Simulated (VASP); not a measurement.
# Re (P6_3/mmc) in VASP: notebook

The runs below take Re through single point, with LDA.

Program: VASP 6.6.1. These are calculated values, not measurements. Logs are shortened: lines on timing, memory, paths and dates and some standing lists are left out, and cuts for length are marked.

### 1 The cell of the first run

Symmetry: P6_3/mmc, No. 194, hexagonal system. Conventional cell: a = 2.739 Å, b = 2.739 Å, c = 4.412 Å, α = 90.00°, β = 90.00°, γ = 120.00°. Re (site symmetry -6m2) has 12 Re at 2.71 to 2.74 Å within 3.6 Å.

### 2 Single point, LDA

Contents of INCAR:

```
ALGO = Normal
EDIFF = 1E-6
ENCUT = 560
GGA = CA
GGA_COMPAT = F
ISIF = 2
ISMEAR = 1
LASPH = T
LCHARG = F
LREAL = F
LWAVE = F
NBANDS = 22
NELM = 120
PREC = Accurate
SIGMA = 0.03
```

Contents of KPOINTS:

```
k-points
0
Gamma
  13 13 7
```

Contents of POSCAR:

```
Re
1.0
    2.7391880258      0.0000000000      0.0000000000
   -1.3695940129      2.3722064161      0.0000000000
    0.0000000000      0.0000000000      4.4118668232
Re
2
Direct
    0.3333333333      0.6666666667      0.2500000000
    0.6666666667      0.3333333333      0.7500000000
```

Potentials or basis: VASP PAW LDA potentials, release 64 (Re_sv_GW).

Started as:

```sh
cat potpaw_LDA.64/Re_sv_GW/POTCAR > POTCAR
mpirun -np 1 vasp_std > vasp.out
```

OUTCAR:

```text
EDIFF = 1E-6
   ENCUT = 560
   GGA = CA
   ISIF = 2
   ISMEAR = 1
   LASPH = T
   LREAL = F
   NELM = 120
   PREC = Accurate

 ion  position               nearest neighbor table
   1  0.333  0.667  0.250-   2 2.71   2 2.71   2 2.71   2 2.71   2 2.71   2 2.71
   2  0.667  0.333  0.750-   1 2.71   1 2.71   1 2.71   1 2.71   1 2.71   1 2.71

  LATTYP: Found a hexagonal cell.
 ALAT       =     2.7391880258
 C/A-ratio  =     1.6106476743

  Lattice vectors:

 A1 = (   2.7391880258,   0.0000000000,   0.0000000000)
 A2 = (  -1.3695940129,   2.3722064161,   0.0000000000)
 A3 = (   0.0000000000,   0.0000000000,   4.4118668232)

Analysis of symmetry for initial positions (statically):
=====================================================================
 Subroutine PRICEL returns:
 Original cell was already a primitive cell.

 Routine SETGRP: Setting up the symmetry group for a
 hexagonal supercell.

 Subroutine GETGRP returns: Found 24 space group operations
 (whereof 12 operations were pure point group operations)
 out of a pool of 24 trial point group operations.

The static configuration has the point symmetry D_3d.
 The point group associated with its full space group is D_6h.

Analysis of symmetry for dynamics (positions and initial velocities):
=====================================================================
 Subroutine PRICEL returns:
 Original cell was already a primitive cell.

 Routine SETGRP: Setting up the symmetry group for a
 hexagonal supercell.

 Subroutine GETGRP returns: Found 24 space group operations
 (whereof 12 operations were pure point group operations)
 out of a pool of 24 trial point group operations.

The dynamic configuration has the point symmetry D_3d.
 The point group associated with its full space group is D_6h.

 Subroutine INISYM returns: Found 24 space group operations
 (whereof 12 operations are pure point group operations),
 and found     1 'primitive' translations

----------------------------------------------------------------------------------------

                                     Primitive cell

  volume of cell :      28.6680

  direct lattice vectors                    reciprocal lattice vectors
     2.739188026  0.000000000  0.000000000     0.365071689  0.210774238  0.000000000
    -1.369594013  2.372206416  0.000000000     0.000000000  0.421548476  0.000000000
     0.000000000  0.000000000  4.411866823     0.000000000  0.000000000  0.226661420

  length of vectors
     2.739188026  2.739188026  4.411866823     0.421548476  0.421548476  0.226661420

  position of ions in fractional coordinates (direct lattice)
     0.333333333  0.666666667  0.250000000
     0.666666667  0.333333333  0.750000000

  ion indices of the primitive-cell ions
   primitive index   ion index
                 1           1
                 2           2

----------------------------------------------------------------------------------------

 KPOINTS: k-points

Automatic generation of k-mesh.
 Grid dimensions read from file:
 generate k-points for:   13   13    7

 Generating k-lattice:

  Cartesian coordinates                     Fractional coordinates (reciprocal lattice)
     0.028082438  0.016213403  0.000000000     0.076923077  0.000000000  0.000000000
     0.000000000  0.032426806  0.000000000     0.000000000  0.076923077  0.000000000
     0.000000000  0.000000000  0.032380203     0.000000000  0.000000000  0.142857143

  Length of vectors
     0.032426806  0.032426806  0.032380203

  Shift w.r.t. Gamma in fractional coordinates (k-lattice)
     0.000000000  0.000000000  0.000000000

 Subroutine IBZKPT returns following result:
 ===========================================

 Found     84 irreducible k-points:

 Following reciprocal coordinates:
            Coordinates               Weight
  0.000000  0.000000  0.000000      1.000000
  0.076923 -0.000000  0.000000      6.000000
  0.153846  0.000000  0.000000      6.000000
  0.230769 -0.000000  0.000000      6.000000
  0.307692  0.000000  0.000000      6.000000
  0.384615 -0.000000  0.000000      6.000000
[... 16 lines left out ...]
  0.076923 -0.000000  0.142857     12.000000
  0.153846  0.000000  0.142857     12.000000
 [... further k-points ...]
   k-points           NKPTS =     84   k-points in BZ     NKDIM =     84   number of bands    NBANDS=     22
   number of dos      NEDOS =    301   number of ions     NIONS =      2
   total plane-waves  NPLWV =  20736
   dimension x,y,z NGX =    24 NGY =   24 NGZ =   36
   dimension x,y,z NGXF=    48 NGYF=   48 NGZF=   72
   ions per type =               2
   NGX,Y,Z   is equivalent  to a cutoff of  14.57, 14.57, 13.57 a.u.
   NGXF,Y,Z  is equivalent  to a cutoff of  29.13, 29.13, 27.13 a.u.
 SYSTEM =  unknown system
   PREC   = accura    normal or accurate (medium, high low for compatibility)
   ISTART =      0    job   : 0-new  1-cont  2-samecut
   ICHARG =      2    charge: 1-file 2-atom 10-const
   ISPIN  =      1    spin polarized calculation?
   LNONCOLLINEAR =      F non collinear calculations
   LSORBIT =      F    spin-orbit coupling
   LASPH  =      T    aspherical Exc in radial PAW
   ENCUT  =  560.0 eV  41.16 Ry    6.42 a.u.   5.29  5.29  8.51*2*pi/ulx,y,z
   NELM   =    120;   NELMIN=  2; NELMDL= -5     # of ELM steps
   EDIFF  = 0.1E-05   stopping-criterion for ELM
   LREAL  =      F    real-space projection
   EDIFFG = 0.1E-04   stopping-criterion for IOM
   NSW    =      0    number of steps for IOM
   IBRION =     -1    ionic relax: 0-MD 1-quasi-New 2-CG
   NFREE  =      0    steps in history (QN), initial steepest desc. (CG)
   ISIF   =      2    stress and relaxation
   ISYM   =      2    0-nonsym 1-usesym 2-fastsym
   POTIM  = 0.5000    time-step for ionic-motion
   TEBEG  =    0.0;   TEEND  =   0.0 temperature during run
   PSTRESS=    0.0 pullay stress
   NELECT =      30.0000    total number of electrons
   NUPDOWN=      -1.0000    fix difference up-down
   EMIN   =  10.00;   EMAX   =-10.00  energy-range for DOS
   EFERMI =   0.00;   METHOD = LEGACY
   ISMEAR =     1;   SIGMA  =   0.03  broadening in eV -4-tet -1-fermi 0-gaus
   EFERMI_NEDOS =   21; number of points for ismear=-14 and -15
   IALGO  =     38    algorithm
   IMIX   =      4    mixing-type and parameters
     AMIX     =   0.40;   BMIX     =  1.00
     AMIX_MAG =   1.60;   BMIX_MAG =  1.00
  volume/ion in A,a.u.               =      14.33        96.73
  Fermi-wavevector in a.u.,A,eV,Ry     =   1.662071  3.140860 37.585841  2.762481
  Thomas-Fermi vector in A             =   2.749025
   LORBIT       =      0    0 simple, 1 ext, 2 COOP (PROOUT), +10 PAW based schemes
   GGA     = CA    functional components
   LHFCALC =     F    Hartree Fock is set to
   AEXX    =    0.0000 exact exchange contribution
   IVDW    =     0    specifies the selected vdW correction
   LEPSILON=     F    determine dielectric tensor
   LRPA    =     F    only Hartree local field effects (RPA)
 non-spin polarized calculation
 Methfessel and Paxton  Order N= 1 SIGMA  =   0.03
  energy-cutoff  :      560.00
  volume of cell :       28.67
 maximum number of plane-waves:       874
 NGX is ok and might be reduce to    24
   NGX = 11   NGY = 11   NGZ = 17

 number of electron      30.0000002 magnetization

 Free energy of the ion-electron system (eV)
  ---------------------------------------------------
  ext. energy  EPLUGINS =         0.00000000
  ---------------------------------------------------
  free energy    TOTEN  =       -30.76017012 eV

  energy without entropy =      -30.76013567  energy(sigma->0) =      -30.76015864

 E-fermi :  13.2284     XC(G=0): -14.5755

 val. band max:       13.2020069684   @ k =   0.1538   0.0769   0.0000
 cond. band min:      13.2400589295   @ k =   0.1538   0.0769   0.1429
 fundamental gap:      0.0380519611
 Fermi energy:        13.2284367386

 k-point     1 :       0.0000    0.0000    0.0000
  band No.  band energies     occupation
      1     -66.1844      2.00000
      2     -66.0414      2.00000
      3     -28.9725      2.00000
      4     -27.8001      2.00000
      5     -27.8001      2.00000
      6     -27.6037      2.00000
[... 14 lines left out ...]
     21      23.5813      0.00000
     22      26.7679      0.00000

 k-point     2 :       0.0769   -0.0000    0.0000
  band No.  band energies     occupation
      1     -66.1780      2.00000
      2     -66.0386      2.00000
      3     -28.9476      2.00000
      4     -27.8592      2.00000
      5     -27.8193      2.00000
      6     -27.6651      2.00000
[... 14 lines left out ...]
     21      23.5876      0.00000
     22      27.3309      0.00000

 k-point     3 :       0.1538    0.0000    0.0000
  band No.  band energies     occupation
      1     -66.1593      2.00000
      2     -66.0305      2.00000
      3     -28.8752      2.00000
      4     -28.0204      2.00000
      5     -27.8704      2.00000
      6     -27.8305      2.00000
[... 14 lines left out ...]
     21      23.4771      0.00000
     22      28.7718      0.00000

 k-point     4 :       0.2308   -0.0000    0.0000
  band No.  band energies     occupation
      1     -66.1320      2.00000
      2     -66.0201      2.00000
      3     -28.7641      2.00000
      4     -28.2465      2.00000
      5     -28.0542      2.00000
      6     -27.9392      2.00000
[... 14 lines left out ...]
     21      23.1392      0.00000
     22      29.1431      0.00000

 k-point     5 :       0.3077    0.0000    0.0000
  band No.  band energies     occupation
      1     -66.1012      2.00000
      2     -66.0107      2.00000
      3     -28.6285      2.00000
      4     -28.4842      2.00000
      5     -28.2819      2.00000
      6     -28.0095      2.00000
[... 417 lines left out ...]
 k-point    22 :       0.0000    0.0000    0.1429
  band No.  band energies     occupation
      1     -66.1777      2.00000
      2     -66.0485      2.00000
      3     -28.9082      2.00000
      4     -27.7903      2.00000
      5     -27.7903      2.00000
      6     -27.6535      2.00000
[... 14 lines left out ...]
     21      24.5896      0.00000
     22      26.2810      0.00000

 k-point    23 :       0.0769   -0.0000    0.1429
  band No.  band energies     occupation
      1     -66.1713      2.00000
      2     -66.0456      2.00000
      3     -28.8863      2.00000
      4     -27.8481      2.00000
      5     -27.8092      2.00000
      6     -27.7131      2.00000
[... 14 lines left out ...]
     21      24.6120      0.00000
     22      26.8306      0.00000

 k-point    24 :       0.1538    0.0000    0.1429
  band No.  band energies     occupation
      1     -66.1531      2.00000
      2     -66.0370      2.00000
      3     -28.8242      2.00000
      4     -28.0044      2.00000
      5     -27.8759      2.00000
      6     -27.8591      2.00000
[... 14 lines left out ...]
     21      24.5568      0.00000
     22      28.2639      0.00000

 [... further k-points ...]

------------------------ aborting loop because EDIFF is reached ----------------------------------------

  FORCE on cell =-STRESS in cart. coord.  units (eV):
  Direction    XX          YY          ZZ          XY          YZ          ZX
  --------------------------------------------------------------------------------------
  -------------------------------------------------------------------------------------
  Total       -0.0241927     -0.0241927     -0.1368215      0.0000000      0.0000000      0.0000000
  in kB       -1.3520649     -1.3520649     -7.6465948      0.0000000      0.0000000      0.0000000
  external PRESSURE =      -3.4502415 kB  Pullay stress =       0.0000000 kB

 VOLUME and BASIS-vectors are now :
 -----------------------------------------------------------------------------
  energy-cutoff  :      560.00
  volume of cell :       28.67
      direct lattice vectors                 reciprocal lattice vectors
     2.739188026  0.000000000  0.000000000     0.365071689  0.210774238  0.000000000
    -1.369594013  2.372206416  0.000000000     0.000000000  0.421548476  0.000000000
     0.000000000  0.000000000  4.411866823     0.000000000  0.000000000  0.226661420

 POSITION                                       TOTAL-FORCE (eV/Angst)
 -----------------------------------------------------------------------------------
     -0.00000      1.58147      1.10297        -0.000000      0.000000      0.000000
      1.36959      0.79074      3.30890         0.000000     -0.000000      0.000000
 -----------------------------------------------------------------------------------
    total drift:                               -0.000000      0.000000     -0.000000

  FREE ENERGIE OF THE ION-ELECTRON SYSTEM (eV)
  ---------------------------------------------------
  free  energy   TOTEN  =       -30.7601701221 eV

  energy  without entropy=      -30.7601356711  energy(sigma->0) =      -30.76015864
```

It took 21 s on 1 thread of Intel Xeon 6975P-C (Granite Rapids), shared host; peak memory 0.18 GiB.

What came out:

```yaml
Free_energy: -30.7602 eV
Pressure: -0.3 GPa
Band_gap_on_the_k_mesh: zero (bands 15 and 16 overlap by 3.05 eV)
```

Stress tensor (GPa, compression positive):
```
-0.14  0.00  0.00
 0.00 -0.14  0.00
 0.00  0.00 -0.76
```

Caveat: spin-orbit coupling is left out, which moves the levels of the heavy elements.

### 3 Single point, LDA

Contents of INCAR:

```
  ALGO = Normal
  EDIFF = 1E-6
  ENCUT = 560
  GGA_COMPAT = False
  ISIF = 2
  ISMEAR = 1
  LASPH = True
  LCHARG = False
  LREAL = False
  LWAVE = False
  NBANDS = 22
  NELM = 120
  PREC = Accurate
  SIGMA = 0.2
```

KPOINTS is that of step 2.

POSCAR is that of step 2.

Potentials or basis: VASP PAW LDA potentials, release 64 (Re_sv_GW).

Started as:

```sh
cat potpaw_LDA.64/Re_sv_GW/POTCAR > POTCAR
mpirun -np 1 vasp_std > vasp.out
```

OUTCAR:

```text
EDIFF = 1E-6
   ENCUT = 560
   ISIF = 2
   ISMEAR = 1
   LASPH = True
   LREAL = False
   NELM = 120
   PREC = Accurate

 ion  position               nearest neighbor table
   1  0.333  0.667  0.250-   2 2.71   2 2.71   2 2.71   2 2.71   2 2.71   2 2.71
   2  0.667  0.333  0.750-   1 2.71   1 2.71   1 2.71   1 2.71   1 2.71   1 2.71

  LATTYP: Found a hexagonal cell.
 ALAT       =     2.7391880258
 C/A-ratio  =     1.6106476743

  Lattice vectors:

[... 787 lines left out ...]

 [... further k-points ...]

------------------------ aborting loop because EDIFF is reached ----------------------------------------

  FORCE on cell =-STRESS in cart. coord.  units (eV):
  Direction    XX          YY          ZZ          XY          YZ          ZX
  --------------------------------------------------------------------------------------
  -------------------------------------------------------------------------------------
  Total       -0.0573945     -0.0573945     -0.0281586     -0.0000000      0.0000000      0.0000000
  in kB       -3.2076301     -3.2076301     -1.5737129     -0.0000000      0.0000000      0.0000000
  external PRESSURE =      -2.6629910 kB  Pullay stress =       0.0000000 kB

 VOLUME and BASIS-vectors are now :
 -----------------------------------------------------------------------------
  energy-cutoff  :      560.00
  volume of cell :       28.67
      direct lattice vectors                 reciprocal lattice vectors
     2.739188026  0.000000000  0.000000000     0.365071689  0.210774238  0.000000000
    -1.369594013  2.372206416  0.000000000     0.000000000  0.421548476  0.000000000
     0.000000000  0.000000000  4.411866823     0.000000000  0.000000000  0.226661420

 POSITION                                       TOTAL-FORCE (eV/Angst)
 -----------------------------------------------------------------------------------
     -0.00000      1.58147      1.10297        -0.000000      0.000000      0.000000
      1.36959      0.79074      3.30890         0.000000     -0.000000      0.000000
 -----------------------------------------------------------------------------------
    total drift:                               -0.000000      0.000000     -0.000000

  FREE ENERGIE OF THE ION-ELECTRON SYSTEM (eV)
  ---------------------------------------------------
  free  energy   TOTEN  =       -30.7599207494 eV

  energy  without entropy=      -30.7615724381  energy(sigma->0) =      -30.76047131
```

Run time: 71 s. Hardware: 1 thread of Intel Xeon Platinum 8259CL at 2.50GHz (Skylake/Cascade Lake), shared host; peak memory 0.17 GiB.

Results:

- Free energy: -30.7599 eV
- Pressure: -0.3 GPa
- Band gap on the k mesh: zero (bands 15 and 16 overlap by 3.05 eV)

Levels at points of the mesh, in eV from the Fermi level:
| k point | band 13 | band 14 | band 15 | band 16 | band 17 | band 18 |
| --- | --- | --- | --- | --- | --- | --- |
| (0.00, 0.00, 0.00) | -1.61 | -0.78 | -0.78 | 0.16 | 0.16 | 0.86 |

Caveat: spin-orbit coupling is left out, which moves the levels of the heavy elements.

### 4 Single point, LDA

Contents of INCAR:

```
SYSTEM = Re
PREC     = Accurate       ! precision mode
ENCUT    = 560            ! plane-wave cutoff, eV
EDIFF    = 1E-6           ! SCF threshold, eV
ISMEAR   = -1             ! smearing method
SIGMA    = 0.1            ! smearing width, eV
LREAL    = .False.        ! projectors in reciprocal space
LASPH    = .True.         ! aspherical terms in the spheres
NELM     = 120            ! most SCF steps
ALGO     = Normal         ! electronic algorithm
ISIF     = 2              ! what is computed and relaxed
LWAVE    = .False.        ! write WAVECAR
LCHARG   = .True.         ! write CHGCAR
GGA      = CA             ! functional
LELF     = .True.         ! ELF
LVHAR    = .True.       
NBANDS   = 22             ! bands
GGA_COMPAT= .False.
```

Contents of KPOINTS:

```
regular mesh
0
Gamma
  19 19 10
  0 0 0
```

POSCAR is that of step 3.

Started as:

```sh
cat potpaw_LDA.64/Re_sv_GW/POTCAR > POTCAR
mpirun -np 1 vasp_std > vasp.out
```

It took 98 s on 1 thread of AMD EPYC 7R13 (Zen 3), shared host; peak memory 0.22 GiB.

Results (log left out):

```
Free energy            : -30.7845 eV
Pressure               : 0.0 GPa
Band gap on the k mesh : zero (bands 15 and 16 overlap by 3.37 eV)
```

Stress tensor (GPa, compression positive):
```
-0.03  0.00  0.00
 0.00 -0.03  0.00
 0.00  0.00  0.09
```

Levels at points of the mesh, in eV from the Fermi level:
```tsv
k point	band 12	band 13	band 14	band 15	band 16	band 17	band 18	band 19
(0.00, 0.00, 0.00)	-1.67	-1.63	-0.79	-0.79	0.14	0.14	0.84	3.46
(0.00, 0.00, 0.50)	-2.42	-1.81	-1.81	-1.81	-1.81	2.63	2.63	2.63
```

Caveat: spin-orbit coupling is left out, which moves the levels of the heavy elements.

### 5 Single point, LDA

Contents of INCAR:

```
  PREC = Accurate
  ENCUT = 560
  EDIFF = 1E-6
  ISMEAR = -1
  SIGMA = 0.01
  LREAL = False
  LASPH = True
  NELM = 120
  ALGO = Normal
  ISIF = 2
  LWAVE = False
  LCHARG = False
  GGA = CA
  NBANDS = 22
  GGA_COMPAT = False
```

Contents of KPOINTS:

```
Automatic mesh
0
Gamma
  13 13 7
```

POSCAR is that of step 4.

Started as:

```sh
cat potpaw_LDA.64/Re_sv_GW/POTCAR > POTCAR
mpirun -np 1 vasp_std > vasp.out
```

Run time: 17 s. Hardware: 1 thread of Intel Xeon 6975P-C (Granite Rapids), shared host; peak memory 0.18 GiB.

Results (log left out):

- Free energy: -30.7604 eV
- Pressure: -0.3 GPa
- Band gap on the k mesh: zero (bands 15 and 16 overlap by 3.05 eV)

Stress tensor (GPa, compression positive):
```
-0.14  0.00  0.00
 0.00 -0.14  0.00
 0.00  0.00 -0.70
```

Levels at points of the mesh, in eV from the Fermi level:
| k point | band 12 | band 13 | band 14 | band 15 | band 16 | band 17 | band 18 | band 19 |
| --- | --- | --- | --- | --- | --- | --- | --- | --- |
| (0.00, 0.00, 0.00) | -1.65 | -1.62 | -0.78 | -0.78 | 0.16 | 0.16 | 0.86 | 3.48 |

Caveat: spin-orbit coupling is left out, which moves the levels of the heavy elements.

(Continued in part 2 of 2.)

The gap in the log of VASP goes by the Fermi energy; the results here count the filled bands.